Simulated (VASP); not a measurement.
# Lu (Fm-3m) in VASP: single point with PBEsol

Aim: the single point of Lu with PBEsol.

All numbers are computed with VASP 6.6.1; they aren't measurements. Logs are shortened: lines on timing, memory, paths and dates and some standing lists are left out, and cuts for length are marked.

### 1 The cell of the first run

Symmetry: Fm-3m, No. 225, cubic system. The conventional cell has a = 5.524 Å, b = 5.524 Å, c = 5.524 Å, α = 90.00°, β = 90.00°, γ = 90.00°. Within 5.1 Å of Lu (site symmetry m-3m) lie 12 Lu at 3.91 Å.

### 2 Single point, PBEsol

INCAR reads:

```
SYSTEM = Lu
  PREC = Accurate
  ENCUT = 520
  EDIFF = 1E-6
  ISMEAR = -1
  SIGMA = 0.1
  LREAL = .False.
  LASPH = .True.
  NELM = 80
  ALGO = Normal
  ISIF = 2
  LWAVE = .False.
  LCHARG = .False.
  GGA = PS
  NBANDS = 18
```

KPOINTS reads:

```
Automatic mesh
0
Gamma
  9 9 9
  0 0 0
```

POSCAR reads:

```
Lu
1.0
    0.0000000000      2.7618574800      2.7618574800
    2.7618574800      0.0000000000      2.7618574800
    2.7618574800      2.7618574800      0.0000000000
Lu
1
Direct
    0.0000000000      0.0000000000      0.0000000000
```

Potentials or basis: VASP PAW PBE potentials, release 64 (Lu).

Command:

```bash
> cat potpaw_PBE.64/Lu/POTCAR > POTCAR
> mpirun -np 1 vasp_std > vasp.out
```

OUTCAR:

```text
SYSTEM = Lu
   PREC = Accurate
   ENCUT = 520
   EDIFF = 1E-6
   ISMEAR = -1
   LREAL = .False.
   LASPH = .True.
   NELM = 80
   ISIF = 2
   GGA = PS

 ion  position               nearest neighbor table
   1  0.000  0.000  0.000-

  LATTYP: Found a face centered cubic cell.
 ALAT       =     5.5237149600

  Lattice vectors:

 A1 = (   0.0000000000,   2.7618574800,   2.7618574800)
 A2 = (   2.7618574800,   0.0000000000,   2.7618574800)
 A3 = (   2.7618574800,   2.7618574800,   0.0000000000)

Analysis of symmetry for initial positions (statically):
=====================================================================
 Subroutine PRICEL returns:
 Original cell was already a primitive cell.

 Routine SETGRP: Setting up the symmetry group for a
 face centered cubic supercell.

 Subroutine GETGRP returns: Found 48 space group operations
 (whereof 48 operations were pure point group operations)
 out of a pool of 48 trial point group operations.

The static configuration has the point symmetry O_h .

Analysis of symmetry for dynamics (positions and initial velocities):
=====================================================================
 Subroutine PRICEL returns:
 Original cell was already a primitive cell.

 Routine SETGRP: Setting up the symmetry group for a
 face centered cubic supercell.

 Subroutine GETGRP returns: Found 48 space group operations
 (whereof 48 operations were pure point group operations)
 out of a pool of 48 trial point group operations.

The dynamic configuration has the point symmetry O_h .

 Subroutine INISYM returns: Found 48 space group operations
 (whereof 48 operations are pure point group operations),
 and found     1 'primitive' translations

----------------------------------------------------------------------------------------

                                     Primitive cell

  volume of cell :      42.1341

  direct lattice vectors                    reciprocal lattice vectors
     0.000000000  2.761857480  2.761857480    -0.181037582  0.181037582  0.181037582
     2.761857480  0.000000000  2.761857480     0.181037582 -0.181037582  0.181037582
     2.761857480  2.761857480  0.000000000     0.181037582  0.181037582 -0.181037582

  length of vectors
     3.905856306  3.905856306  3.905856306     0.313566290  0.313566290  0.313566290

  position of ions in fractional coordinates (direct lattice)
     0.000000000  0.000000000  0.000000000

  ion indices of the primitive-cell ions
   primitive index   ion index
                 1           1

----------------------------------------------------------------------------------------

 KPOINTS: Automatic mesh

Automatic generation of k-mesh.
 Grid dimensions read from file:
 generate k-points for:    9    9    9

 Generating k-lattice:

  Cartesian coordinates                     Fractional coordinates (reciprocal lattice)
    -0.020115287  0.020115287  0.020115287     0.111111111  0.000000000  0.000000000
     0.020115287 -0.020115287  0.020115287     0.000000000  0.111111111  0.000000000
     0.020115287  0.020115287 -0.020115287     0.000000000  0.000000000  0.111111111

  Length of vectors
     0.034840699  0.034840699  0.034840699

  Shift w.r.t. Gamma in fractional coordinates (k-lattice)
     0.000000000  0.000000000  0.000000000

 Subroutine IBZKPT returns following result:
 ===========================================

 Found     35 irreducible k-points:

 Following reciprocal coordinates:
            Coordinates               Weight
  0.000000  0.000000  0.000000      1.000000
  0.111111  0.000000  0.000000      8.000000
  0.222222  0.000000  0.000000      8.000000
  0.333333  0.000000  0.000000      8.000000
  0.444444  0.000000  0.000000      8.000000
  0.111111  0.111111  0.000000      6.000000
[... 16 lines left out ...]
 -0.333333  0.333333  0.000000     12.000000
  0.444444  0.444444  0.000000      6.000000
 [... further k-points ...]
   k-points           NKPTS =     35   k-points in BZ     NKDIM =     35   number of bands    NBANDS=     18
   number of dos      NEDOS =    301   number of ions     NIONS =      1
   total plane-waves  NPLWV =  27000
   dimension x,y,z NGX =    30 NGY =   30 NGZ =   30
   dimension x,y,z NGXF=    60 NGYF=   60 NGZF=   60
   ions per type =               1
   NGX,Y,Z   is equivalent  to a cutoff of  12.77, 12.77, 12.77 a.u.
   NGXF,Y,Z  is equivalent  to a cutoff of  25.54, 25.54, 25.54 a.u.
 SYSTEM =  Lu
   PREC   = accura    normal or accurate (medium, high low for compatibility)
   ISTART =      0    job   : 0-new  1-cont  2-samecut
   ICHARG =      2    charge: 1-file 2-atom 10-const
   ISPIN  =      1    spin polarized calculation?
   LNONCOLLINEAR =      F non collinear calculations
   LSORBIT =      F    spin-orbit coupling
   LASPH  =      T    aspherical Exc in radial PAW
   ENCUT  =  520.0 eV  38.22 Ry    6.18 a.u.   7.26  7.26  7.26*2*pi/ulx,y,z
   NELM   =     80;   NELMIN=  2; NELMDL= -5     # of ELM steps
   EDIFF  = 0.1E-05   stopping-criterion for ELM
   LREAL  =      F    real-space projection
   EDIFFG = 0.1E-04   stopping-criterion for IOM
   NSW    =      0    number of steps for IOM
   IBRION =     -1    ionic relax: 0-MD 1-quasi-New 2-CG
   NFREE  =      0    steps in history (QN), initial steepest desc. (CG)
   ISIF   =      2    stress and relaxation
   ISYM   =      2    0-nonsym 1-usesym 2-fastsym
   POTIM  = 0.5000    time-step for ionic-motion
   TEBEG  =    0.0;   TEEND  =   0.0 temperature during run
   PSTRESS=    0.0 pullay stress
   NELECT =      25.0000    total number of electrons
   NUPDOWN=      -1.0000    fix difference up-down
   EMIN   =  10.00;   EMAX   =-10.00  energy-range for DOS
   EFERMI =   0.00;   METHOD = LEGACY
   ISMEAR =    -1;   SIGMA  =   0.10  broadening in eV -4-tet -1-fermi 0-gaus
   EFERMI_NEDOS =   21; number of points for ismear=-14 and -15
   IALGO  =     38    algorithm
   IMIX   =      4    mixing-type and parameters
     AMIX     =   0.40;   BMIX     =  1.00
     AMIX_MAG =   1.60;   BMIX_MAG =  1.00
  volume/ion in A,a.u.               =      42.13       284.33
  Fermi-wavevector in a.u.,A,eV,Ry     =   1.375657  2.599615 25.748112  1.892433
  Thomas-Fermi vector in A             =   2.500973
   LORBIT       =      0    0 simple, 1 ext, 2 COOP (PROOUT), +10 PAW based schemes
   GGA     = PS    functional components
   LHFCALC =     F    Hartree Fock is set to
   AEXX    =    0.0000 exact exchange contribution
   IVDW    =     0    specifies the selected vdW correction
   LEPSILON=     F    determine dielectric tensor
   LRPA    =     F    only Hartree local field effects (RPA)
 non-spin polarized calculation
  energy-cutoff  :      520.00
  volume of cell :       42.13
 maximum number of plane-waves:      1153
 NGX is ok and might be reduce to    30
   NGX = 15   NGY = 15   NGZ = 15

 number of electron      24.9999995 magnetization

 Free energy of the ion-electron system (eV)
  ---------------------------------------------------
  ext. energy  EPLUGINS =         0.00000000
  ---------------------------------------------------
  free energy    TOTEN  =        -4.33451599 eV

  energy without entropy =       -4.26589639  energy(sigma->0) =       -4.30020619

 E-fermi :   0.8857     XC(G=0):  -9.1405

 val. band max:        0.8725938102   @ k =   0.4444   0.2222   0.0000
 cond. band min:       0.9141170253   @ k =  -0.3333   0.2222   0.0000
 fundamental gap:      0.0415232151
 Fermi energy:         0.8856553506

 k-point     1 :       0.0000    0.0000    0.0000
  band No.  band energies     occupation
      1     -56.3765      2.00000
      2     -26.8963      2.00000
      3     -26.8962      2.00000
      4     -26.8962      2.00000
      5      -4.9717      2.00000
      6      -4.9587      2.00000
[... 10 lines left out ...]
     17       4.1082      0.00000
     18       9.6806      0.00000

 k-point     2 :       0.1111    0.0000    0.0000
  band No.  band energies     occupation
      1     -56.3760      2.00000
      2     -26.9111      2.00000
      3     -26.8984      2.00000
      4     -26.8984      2.00000
      5      -4.9692      2.00000
      6      -4.9593      2.00000
[... 10 lines left out ...]
     17       4.0189      0.00000
     18      10.1594      0.00000

 k-point     3 :       0.2222    0.0000    0.0000
  band No.  band energies     occupation
      1     -56.3747      2.00000
      2     -26.9483      2.00000
      3     -26.9039      2.00000
      4     -26.9039      2.00000
      5      -4.9659      2.00000
      6      -4.9574      2.00000
[... 10 lines left out ...]
     17       4.0397      0.00000
     18       8.8646      0.00000

 k-point     4 :       0.3333    0.0000    0.0000
  band No.  band energies     occupation
      1     -56.3732      2.00000
      2     -26.9903      2.00000
      3     -26.9102      2.00000
      4     -26.9102      2.00000
      5      -4.9675      2.00000
      6      -4.9544      2.00000
[... 10 lines left out ...]
     17       4.5339      0.00000
     18       7.1519      0.00000

 k-point     5 :       0.4444    0.0000    0.0000
  band No.  band energies     occupation
      1     -56.3722      2.00000
      2     -27.0174      2.00000
      3     -26.9142      2.00000
      4     -26.9142      2.00000
      5      -4.9692      2.00000
      6      -4.9597      2.00000
[... 10 lines left out ...]
     17       5.0944      0.00000
     18       5.9361      0.00000

 k-point     6 :       0.1111    0.1111    0.0000
  band No.  band energies     occupation
      1     -56.3758      2.00000
      2     -26.9106      2.00000
      3     -26.9018      2.00000
      4     -26.9018      2.00000
      5      -4.9681      2.00000
      6      -4.9582      2.00000
[... 307 lines left out ...]
 k-point    21 :       0.4444    0.3333    0.0000
  band No.  band energies     occupation
      1     -56.3713      2.00000
      2     -27.0002      2.00000
      3     -26.9426      2.00000
      4     -26.9365      2.00000
      5      -4.9570      2.00000
      6      -4.9529      2.00000
[... 10 lines left out ...]
     17       5.2578      0.00000
     18       6.2623      0.00000

 k-point    22 :      -0.4444    0.3333    0.0000
  band No.  band energies     occupation
      1     -56.3708      2.00000
      2     -26.9994      2.00000
      3     -26.9609      2.00000
      4     -26.9349      2.00000
      5      -4.9588      2.00000
      6      -4.9580      2.00000
[... 10 lines left out ...]
     17       5.2025      0.00000
     18       6.0115      0.00000

 k-point    23 :      -0.3333    0.3333    0.0000
  band No.  band energies     occupation
      1     -56.3710      2.00000
      2     -26.9813      2.00000
      3     -26.9809      2.00000
      4     -26.9280      2.00000
      5      -4.9626      2.00000
      6      -4.9551      2.00000
[... 10 lines left out ...]
     17       4.6987      0.00000
     18       7.3578      0.00000

 k-point    24 :       0.4444    0.4444    0.0000
  band No.  band energies     occupation
      1     -56.3708      2.00000
      2     -27.0114      2.00000
      3     -26.9423      2.00000
      4     -26.9423      2.00000
      5      -4.9585      2.00000
      6      -4.9527      2.00000
[... 10 lines left out ...]
     17       5.1602      0.00000
     18       6.1360      0.00000

 [... further k-points ...]
[... 5 lines left out ...]
  --------------------------------------------------------------------------------------
  -------------------------------------------------------------------------------------
  Total       -2.5655829     -2.5655829     -2.5655829     -0.0000000      0.0000000     -0.0000000
  in kB      -97.5579895    -97.5579895    -97.5579895     -0.0000000      0.0000000     -0.0000000
  external PRESSURE =     -97.5579895 kB  Pullay stress =       0.0000000 kB

 VOLUME and BASIS-vectors are now :
 -----------------------------------------------------------------------------
  energy-cutoff  :      520.00
  volume of cell :       42.13
      direct lattice vectors                 reciprocal lattice vectors
     0.000000000  2.761857480  2.761857480    -0.181037582  0.181037582  0.181037582
     2.761857480  0.000000000  2.761857480     0.181037582 -0.181037582  0.181037582
     2.761857480  2.761857480  0.000000000     0.181037582  0.181037582 -0.181037582

 POSITION                                       TOTAL-FORCE (eV/Angst)
 -----------------------------------------------------------------------------------
      0.00000      0.00000      0.00000        -0.000000     -0.000000     -0.000000
 -----------------------------------------------------------------------------------
    total drift:                               -0.000000     -0.000000      0.000000

  FREE ENERGIE OF THE ION-ELECTRON SYSTEM (eV)
  ---------------------------------------------------
  free  energy   TOTEN  =        -4.3345159879 eV

  energy  without entropy=       -4.2658963920  energy(sigma->0) =       -4.30020619
```

Wall time 46 s (1 thread of Intel Xeon 6975P-C, shared host); peak memory 0.19 GiB.

Results:

- Free energy: -4.3345 eV
- Pressure: -9.8 GPa

Caveat: the PAW data sets were made with another functional, which shifts forces and pressure a little; spin-orbit coupling is left out, which moves the levels of the heavy elements.
